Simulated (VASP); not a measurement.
Crystal: C.

```
CELL_PARAMETERS angstrom
0.00000 1.78337 1.78337
1.78337 0.00000 1.78337
1.78337 1.78337 0.00000
ATOMIC_POSITIONS crystal
C 0.75000 0.75000 0.75000
C 0.50000 0.50000 0.50000
```

Base run:

```yaml
Program: VASP 6.6.1
Functional: PBE0
Potentials_or_basis: VASP PAW PBE potentials, release 64 (C)
Cutoff: 520 eV
k_mesh: 8 × 8 × 8
Occupations: fermi-dirac, width 0.05 eV
Spin: no spin polarisation
```

Its results: band gap on the k mesh 6.04 eV (least direct gap 7.71 eV); pressure -7.5 GPa.

The run is repeated on the same cell with these changes: functional from PBE0 to HSE06. What comes out?

Band gap on the k mesh 5.28 eV (least direct gap 6.97 eV); pressure -7.3 GPa.

Caveats: the cell stands under tension; the PAW data sets were made with another functional, which shifts forces and pressure a little.

A k mesh can miss the band edges.
